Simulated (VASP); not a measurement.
# Si (P1) in VASP: notebook

Si is run at these levels: PBE; tasks: single point.

Program: VASP 6.6.1. These are calculated values, not measurements. Logs are shortened: lines on timing, memory, paths and dates and some standing lists are left out, and cuts for length are marked.

## 1. The cell of the first run

The typed cell holds 8 atoms: a = 5.461 Å, b = 5.394 Å, c = 5.302 Å, α = 89.32°, β = 89.66°, γ = 90.72°.

## 2. Single point, PBE (atoms moved at random and the cell strained at random)

Contents of INCAR:

```
  ALGO = Normal
  EDIFF = 1E-7
  ENCUT = 520
  GGA = PE
  ISIF = 2
  ISMEAR = 0
  LASPH = T
  LCHARG = F
  LREAL = F
  LWAVE = F
  NBANDS = 26
  NELM = 60
  PREC = Accurate
  SIGMA = 0.05
```

Contents of KPOINTS:

```
k-points
0
Gamma
  6 6 6
```

Contents of POSCAR:

```
Si
1.0
    5.4613611088      0.0339675520     -0.0159894659
   -0.0339675520     -5.3940696210     -0.0316784435
    0.0159894659     -0.0316784435     -5.3017524130
Si
8
Direct
    0.4984549112     -0.0120021358      0.0119633324
   -0.0175528528      0.5078463543     -0.0137342858
    0.0105707730      0.0397446113      0.5316864881
    0.5264322259      0.4687390961      0.5103665563
    0.8169703516      0.7867764338      0.7582161119
    0.1863409257      0.2695689452      0.7244023603
    0.2626589093      0.7235614096      0.2588194921
    0.7161247561      0.2157652854      0.2182799447
```

Potentials or basis: VASP PAW PBE potentials, release 64 (Si).

On the command line:

```
cat potpaw_PBE.64/Si/POTCAR > POTCAR
mpirun -np 1 vasp_std > vasp.out
```

OUTCAR:

```text
EDIFF = 1E-7
   ENCUT = 520
   GGA = PE
   ISIF = 2
   ISMEAR = 0
   LASPH = T
   LREAL = F
   NELM = 60
   PREC = Accurate

 ion  position               nearest neighbor table
   1  0.498  0.988  0.012-   8 2.03   7 2.30   5 2.46   6 2.75
   2  0.982  0.508  0.986-   5 2.13   6 2.21   7 2.41   8 2.45
   3  0.011  0.040  0.532-   6 1.87   5 2.08   8 2.51   7 2.64
   4  0.526  0.469  0.510-   8 2.32   7 2.40   6 2.41   5 2.68
   5  0.817  0.787  0.758-   3 2.08   2 2.13   1 2.46   4 2.68
   6  0.186  0.270  0.724-   3 1.87   2 2.21   4 2.41   1 2.75
   7  0.263  0.724  0.259-   1 2.30   4 2.40   2 2.41   3 2.64
   8  0.716  0.216  0.218-   1 2.03   4 2.32   2 2.45   3 2.51

  LATTYP: Found a triclinic cell.
 ALAT       =     5.3942695886
 B/A-ratio  =     1.4319174118
 C/A-ratio  =     0.9828710035
 COS(alpha) =     0.0040843347
 COS(beta)  =     0.0118282222
 COS(gamma) =     0.7072018324

  Lattice vectors:

 A1 = (  -0.0339675520,  -5.3940696210,  -0.0316784435)
 A2 = (  -5.4953286608,  -5.4280371730,  -0.0156889776)
 A3 = (   0.0159894659,  -0.0316784435,  -5.3017524130)

Analysis of symmetry for initial positions (statically):
=====================================================================
 Subroutine PRICEL returns:
 Original cell was already a primitive cell.

 Routine SETGRP: Setting up the symmetry group for a
 triclinic supercell.

 Subroutine GETGRP returns: Found  1 space group operations
 (whereof  1 operations were pure point group operations)
 out of a pool of  2 trial point group operations.

The static configuration has the point symmetry C_1 .

Analysis of symmetry for dynamics (positions and initial velocities):
=====================================================================
 Subroutine PRICEL returns:
 Original cell was already a primitive cell.

 Routine SETGRP: Setting up the symmetry group for a
 triclinic supercell.

 Subroutine GETGRP returns: Found  1 space group operations
 (whereof  1 operations were pure point group operations)
 out of a pool of  2 trial point group operations.

The dynamic configuration has the point symmetry C_1 .

 Subroutine INISYM returns: Found  1 space group operations
 (whereof  1 operations are pure point group operations),
 and found     1 'primitive' translations

----------------------------------------------------------------------------------------

                                     Primitive cell

  volume of cell :     156.1711

  direct lattice vectors                    reciprocal lattice vectors
     5.461361109  0.033967552 -0.015989466     0.183113367 -0.001156386  0.000559158
    -0.033967552 -5.394069621 -0.031678444     0.001156386 -0.185402591  0.001111285
     0.015989466 -0.031678444 -5.301752413    -0.000559158  0.001111285 -0.188625207

  length of vectors
     5.461490146  5.394269589  5.301871164     0.183117872  0.185409528  0.188629309

  position of ions in fractional coordinates (direct lattice)
     0.498454911  0.987997864  0.011963332
     0.982447147  0.507846354  0.986265714
     0.010570773  0.039744611  0.531686488
     0.526432226  0.468739096  0.510366556
     0.816970352  0.786776434  0.758216112
     0.186340926  0.269568945  0.724402360
     0.262658909  0.723561410  0.258819492
     0.716124756  0.215765285  0.218279945

  ion indices of the primitive-cell ions
   primitive index   ion index
                 1           1
                 2           2
                 3           3
                 4           4
                 5           5
                 6           6
                 7           7
                 8           8

----------------------------------------------------------------------------------------

 KPOINTS: k-points

Automatic generation of k-mesh.
 Grid dimensions read from file:
 generate k-points for:    6    6    6

 Generating k-lattice:

  Cartesian coordinates                     Fractional coordinates (reciprocal lattice)
     0.030518894 -0.000192731  0.000093193     0.166666667 -0.000000000  0.000000000
     0.000192731 -0.030900432  0.000185214    -0.000000000  0.166666667  0.000000000
    -0.000093193  0.000185214 -0.031437534     0.000000000 -0.000000000  0.166666667

  Length of vectors
     0.030519645  0.030901588  0.031438218

  Shift w.r.t. Gamma in fractional coordinates (k-lattice)
     0.000000000  0.000000000  0.000000000

 Subroutine IBZKPT returns following result:
 ===========================================

 Found    112 irreducible k-points:

 Following reciprocal coordinates:
            Coordinates               Weight
  0.000000  0.000000  0.000000      1.000000
  0.166667  0.000000 -0.000000      2.000000
  0.333333  0.000000  0.000000      2.000000
  0.500000  0.000000 -0.000000      1.000000
  0.000000  0.166667  0.000000      2.000000
  0.166667  0.166667 -0.000000      2.000000
[... 16 lines left out ...]
  0.333333  0.000000  0.166667      2.000000
  0.500000  0.000000  0.166667      2.000000
 [... further k-points ...]
   k-points           NKPTS =    112   k-points in BZ     NKDIM =    112   number of bands    NBANDS=     26
   number of dos      NEDOS =    301   number of ions     NIONS =      8
   total plane-waves  NPLWV =  67200
   dimension x,y,z NGX =    42 NGY =   40 NGZ =   40
   dimension x,y,z NGXF=    84 NGYF=   80 NGZF=   80
   ions per type =               8
   NGX,Y,Z   is equivalent  to a cutoff of  12.78, 12.33, 12.54 a.u.
   NGXF,Y,Z  is equivalent  to a cutoff of  25.57, 24.66, 25.08 a.u.
 SYSTEM =  unknown system
   PREC   = accura    normal or accurate (medium, high low for compatibility)
   ISTART =      0    job   : 0-new  1-cont  2-samecut
   ICHARG =      2    charge: 1-file 2-atom 10-const
   ISPIN  =      1    spin polarized calculation?
   LNONCOLLINEAR =      F non collinear calculations
   LSORBIT =      F    spin-orbit coupling
   LASPH  =      T    aspherical Exc in radial PAW
   ENCUT  =  520.0 eV  38.22 Ry    6.18 a.u.  10.15 10.03  9.86*2*pi/ulx,y,z
   NELM   =     60;   NELMIN=  2; NELMDL= -5     # of ELM steps
   EDIFF  = 0.1E-06   stopping-criterion for ELM
   LREAL  =      F    real-space projection
   EDIFFG = 0.1E-05   stopping-criterion for IOM
   NSW    =      0    number of steps for IOM
   IBRION =     -1    ionic relax: 0-MD 1-quasi-New 2-CG
   NFREE  =      0    steps in history (QN), initial steepest desc. (CG)
   ISIF   =      2    stress and relaxation
   ISYM   =      2    0-nonsym 1-usesym 2-fastsym
   POTIM  = 0.5000    time-step for ionic-motion
   TEBEG  =    0.0;   TEEND  =   0.0 temperature during run
   PSTRESS=    0.0 pullay stress
   NELECT =      32.0000    total number of electrons
   NUPDOWN=      -1.0000    fix difference up-down
   EMIN   =  10.00;   EMAX   =-10.00  energy-range for DOS
   EFERMI =   0.00;   METHOD = LEGACY
   ISMEAR =     0;   SIGMA  =   0.05  broadening in eV -4-tet -1-fermi 0-gaus
   EFERMI_NEDOS =   21; number of points for ismear=-14 and -15
   IALGO  =     38    algorithm
   IMIX   =      4    mixing-type and parameters
     AMIX     =   0.40;   BMIX     =  1.00
     AMIX_MAG =   1.60;   BMIX_MAG =  1.00
  volume/ion in A,a.u.               =      19.52       131.74
  Fermi-wavevector in a.u.,A,eV,Ry     =   0.965142  1.823854 12.673817  0.931499
  Thomas-Fermi vector in A             =   2.094834
   LORBIT       =      0    0 simple, 1 ext, 2 COOP (PROOUT), +10 PAW based schemes
   GGA     = PE    functional components
   LHFCALC =     F    Hartree Fock is set to
   AEXX    =    0.0000 exact exchange contribution
   IVDW    =     0    specifies the selected vdW correction
   LEPSILON=     F    determine dielectric tensor
   LRPA    =     F    only Hartree local field effects (RPA)
 non-spin polarized calculation
 Gauss-broadening in eV      SIGMA  =   0.05
  energy-cutoff  :      520.00
  volume of cell :      156.17
 maximum number of plane-waves:      4228
 NGX is ok and might be reduce to    42
   NGX = 21   NGY = 21   NGZ = 19

 number of electron      32.0000000 magnetization

 Free energy of the ion-electron system (eV)
  ---------------------------------------------------
  ext. energy  EPLUGINS =         0.00000000
  ---------------------------------------------------
  free energy    TOTEN  =       -38.40993457 eV

  energy without entropy =      -38.40932997  energy(sigma->0) =      -38.40963227

 E-fermi :   6.1239     XC(G=0):  -9.5192

 val. band max:        6.0984132216   @ k =   0.0000   0.0000   0.1667
 cond. band min:       6.1667741563   @ k =   0.1667   0.0000   0.1667
 fundamental gap:      0.0683609347
 Fermi energy:         6.1238912894

 k-point     1 :       0.0000    0.0000    0.0000
  band No.  band energies     occupation
      1      -6.3720      2.00000
      2      -3.2831      2.00000
      3      -2.4860      2.00000
      4      -2.2111      2.00000
      5      -1.6749      2.00000
      6      -1.3189      2.00000
[... 18 lines left out ...]
     25       9.0994      0.00000
     26       9.4189      0.00000

 k-point     2 :       0.1667    0.0000   -0.0000
  band No.  band energies     occupation
      1      -6.2684      2.00000
      2      -3.6942      2.00000
      3      -2.5193      2.00000
      4      -2.0944      2.00000
      5      -1.6640      2.00000
      6      -1.3357      2.00000
[... 18 lines left out ...]
     25       9.4555      0.00000
     26      10.0274      0.00000

 k-point     3 :       0.3333    0.0000    0.0000
  band No.  band energies     occupation
      1      -5.9827      2.00000
      2      -4.4217      2.00000
      3      -2.4885      2.00000
      4      -1.9616      2.00000
      5      -1.5719      2.00000
      6      -1.3227      2.00000
[... 572 lines left out ...]
 k-point    23 :       0.3333    0.0000    0.1667
  band No.  band energies     occupation
      1      -5.8886      2.00000
      2      -4.3249      2.00000
      3      -2.9898      2.00000
      4      -2.2423      2.00000
      5      -1.5014      2.00000
      6      -0.6770      2.00000
[... 18 lines left out ...]
     25      10.2351      0.00000
     26      10.8614      0.00000

 k-point    24 :       0.5000    0.0000    0.1667
  band No.  band energies     occupation
      1      -5.6434      2.00000
      2      -4.7488      2.00000
      3      -2.8476      2.00000
      4      -2.3469      2.00000
      5      -1.2064      2.00000
      6      -0.9818      2.00000
[... 18 lines left out ...]
     25      10.6537      0.00000
     26      10.8238      0.00000

 [... further k-points ...]

------------------------ aborting loop because EDIFF is reached ----------------------------------------

  FORCE on cell =-STRESS in cart. coord.  units (eV):
  Direction    XX          YY          ZZ          XY          YZ          ZX
  --------------------------------------------------------------------------------------
  -------------------------------------------------------------------------------------
  Total        7.5848459     16.3679923     13.2288347     -9.9860538      5.2434112     -4.7079535
  in kB       77.8138030    167.9211079    135.7161309   -102.4480704     53.7927566    -48.2994348
  external PRESSURE =     127.1503473 kB  Pullay stress =       0.0000000 kB

 VOLUME and BASIS-vectors are now :
 -----------------------------------------------------------------------------
  energy-cutoff  :      520.00
  volume of cell :      156.17
      direct lattice vectors                 reciprocal lattice vectors
     5.461361109  0.033967552 -0.015989466     0.183113367 -0.001156386  0.000559158
    -0.033967552 -5.394069621 -0.031678444     0.001156386 -0.185402591  0.001111285
     0.015989466 -0.031678444 -5.301752413    -0.000559158  0.001111285 -0.188625207

 POSITION                                       TOTAL-FORCE (eV/Angst)
 -----------------------------------------------------------------------------------
      2.68887     -5.31278     -0.10269        -2.902069      2.464014      3.785730
      5.36402     -2.73723     -5.26073         0.564483      1.079111     -3.082413
      0.06488     -0.23087     -2.82030        -3.269694      5.553824      9.299837
      2.86728     -2.52670     -2.72910        -0.387259     -1.383830     -0.303245
      4.44717     -4.24020     -4.05786        -5.052592      1.321383     -0.384332
      1.02010     -1.47069     -3.85212         7.880692     -5.463598     -5.427139
      1.41404     -3.90222     -1.39932        -0.377105     -0.236472     -0.869766
      3.90718     -1.14644     -1.17555         3.543543     -3.334431     -3.018672
 -----------------------------------------------------------------------------------
    total drift:                               -0.000010     -0.000025     -0.000103

  FREE ENERGIE OF THE ION-ELECTRON SYSTEM (eV)
  ---------------------------------------------------
  free  energy   TOTEN  =       -38.4099345697 eV

  energy  without entropy=      -38.4093299681  energy(sigma->0) =      -38.40963227
```

Run time: 3 min. Hardware: 1 thread of Intel Xeon 6975P-C (Granite Rapids), shared host; peak memory 0.43 GiB.

What came out:

```yaml
Free_energy: -38.4099 eV
Pressure: 12.7 GPa
Largest_force: 11.315 eV/Å
Band_gap_on_the_k_mesh: zero (bands 16 and 17 overlap by 0.15 eV)
```

Forces in eV/Å, atoms in the order of the input:
```
Si  -2.902  2.464  3.786
Si   0.564  1.079 -3.082
Si  -3.270  5.554  9.300
Si  -0.387 -1.384 -0.303
Si  -5.053  1.321 -0.384
Si   7.881 -5.464 -5.427
Si  -0.377 -0.236 -0.870
Si   3.544 -3.334 -3.019
```

Caveat: the cell differs from its parent crystal (atoms moved at random and the cell strained at random); the stress differs along the axes, from 8 to 17 GPa; semilocal functionals underestimate gaps, and a narrow one can read as zero; forces of over 1 eV/Å act on the atoms, so gaps and moduli don't describe the material at rest.

(Part 1 of 2 ends here.)

The gap in the log of VASP goes by the Fermi energy; the results here count the filled bands.